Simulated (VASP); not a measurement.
TaN, 2 atoms in the cell. The structure is hexagonal, space group P-6m2 (No. 187). Conventional cell: a = 2.912 Å, b = 2.912 Å, c = 2.857 Å, α = 90.00°, β = 90.00°, γ = 120.00°. Within 2.9 Å of Ta (site symmetry -6m2) lie 6 N at 2.21 Å and 2 Ta at 2.86 Å. Within 2.9 Å of N (site symmetry -6m2) lie 6 Ta at 2.21 Å and 2 N at 2.86 Å. 

| Property | Result |
| --- | --- |
| Program | VASP 6.6.1 |
| Task | single point |
| Functional | PBEsol |
| Potentials or basis | VASP PAW PBE potentials, release 64 (Ta_pv, N) |
| Cutoff | 520 eV |
| k mesh | 9 × 9 × 8 |
| Occupations | methfessel-paxton, width 0.1 eV |
| Spin | no spin polarisation |
| Dipole correction | no |
| Further INCAR settings | ALGO = Normal; EDIFF = 1e-07; NBANDS = 15 |

Potentials or basis: VASP PAW PBE potentials, release 64 (Ta_pv, N).

The run is started by

```sh
$ cat potpaw_PBE.64/Ta_pv/POTCAR potpaw_PBE.64/N/POTCAR > POTCAR
$ mpirun -np 1 vasp_std > vasp.out
```

Hardware: 1 thread of Intel Xeon 8259CL, with other jobs on the host.

Problem. Estimate the wall time of this run.

Solution. Wall time 22 s on 1 thread of Intel Xeon 8259CL, on a shared host, peak memory 0.15 GiB. Counts: scf iterations 13, k points 60.
